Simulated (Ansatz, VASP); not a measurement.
# BaTiO3: VASP beside Ansatz

Contents of POSCAR:

```
BaTiO3
1.0
    4.1309223057      0.0000000000      0.0000000000
    0.0000000000      4.1309223057      0.0000000000
    0.0000000000      0.0000000000      3.9368454512
Ba Ti O
1 1 3
Direct
    0.5000000000      0.5000000000      0.5779064434
    0.0000000000      0.0000000000      0.0900310560
    0.0000000000      0.5000000000      0.0669809355
    0.5000000000      0.0000000000      0.0669809355
    0.0000000000      0.0000000000      0.5580976195
```

INCAR.step1

```
SYSTEM = BaTiO3
PREC = Accurate
ENCUT = 520
ISMEAR = 0
SIGMA = 0.01
LREAL = .False.
LASPH = .True.
NELM = 80
NBANDS = 28
GGA = PE
ALGO = Normal
EDIFF = 1E-4
LWAVE = .True.
LCHARG = .False.
```

The input INCAR.step2:

```
SYSTEM = BaTiO3
PREC = Accurate
ENCUT = 520
EDIFF = 1E-6
ISMEAR = 0
SIGMA = 0.01
LREAL = .False.
LASPH = .True.
NELM = 80
ALGO = Normal
ISIF = 2
LWAVE = .False.
LCHARG = .False.
METAGGA = R2SCAN
LMIXTAU = .True.
NBANDS = 28
ISTART = 1
```

The input KPOINTS:

```
Automatic mesh
0
Gamma
  6 6 6
  0 0 0
```

Input for Ansatz:

```yaml
crystal:
  lattice:
    - [4.1309223057, 0.0, 0.0]
    - [0.0, 4.1309223057, 0.0]
    - [0.0, 0.0, 3.9368454512]
  atoms:
    - { symbol: Ba, position: [0.5, 0.5, 0.5779064434] }
    - { symbol: Ti, position: [0.0, 0.0, 0.090031056] }
    - { symbol: O, position: [0.0, 0.5, 0.0669809355] }
    - { symbol: O, position: [0.5, 0.0, 0.0669809355] }
    - { symbol: O, position: [0.0, 0.0, 0.5580976195] }
kpoints:
  mp_grid: { grid: [6, 6, 6] }
  band_path:
    path:
      - [0.0, 0.0, 0.0]
      - [0.0, 0.5, 0.0]
      - [0.5, 0.5, 0.0]
      - [0.0, 0.0, 0.5]
      - [0.0, 0.5, 0.5]
      - [0.5, 0.5, 0.5]
    npoints: 1
hamiltonian:
  xc: r2scan
scf:
  occupations: { method: fixed }
  n_extra_bands: 5
output:
  forces: true
  stress: true
  eigenvalues: true
  write_density: true
  write_potential: true
  elf: true
  volumetric_format: npy
```

Change from the starting cell: epitaxial_xy strain +4.0%.

Alike in both runs: task single point; functional r2SCAN; k mesh 6 × 6 × 6; no spin polarisation.

```csv
,VASP,Ansatz
version,VASP 6.6.1,Ansatz 0.2.0
potentials or method,"VASP PAW PBE potentials, release 64 (Ba_sv, Ti_sv, O)","plane waves, PAW"
plane-wave cutoff (eV),520,500
occupations,"gaussian, width 0.01 eV",fixed
valence electrons in the cell,40,40
```

Ansatz gave:

| Item | Value |
| --- | --- |
| gap on the k mesh at the Fermi level (eV) | 2.06 |
| pressure (GPa) | -6.9 |
| traceless stress, the component that is largest in VASP (GPa) | 6.89 |
| rms of the force components (eV/Å) | 0.001 |

Problem. Estimate VASP's values.

Solution. gap on the k mesh at the Fermi level (eV): 2.05; pressure (GPa): -5.2; traceless stress, the component that is largest in VASP (GPa): 7.20; rms of the force components (eV/Å): 0.048.

VASP's potentials were made for PBE, not for r2SCAN. Atom by atom the forces differ by 0.048 eV/Å (rms over components).

Spin-orbit coupling is off throughout.
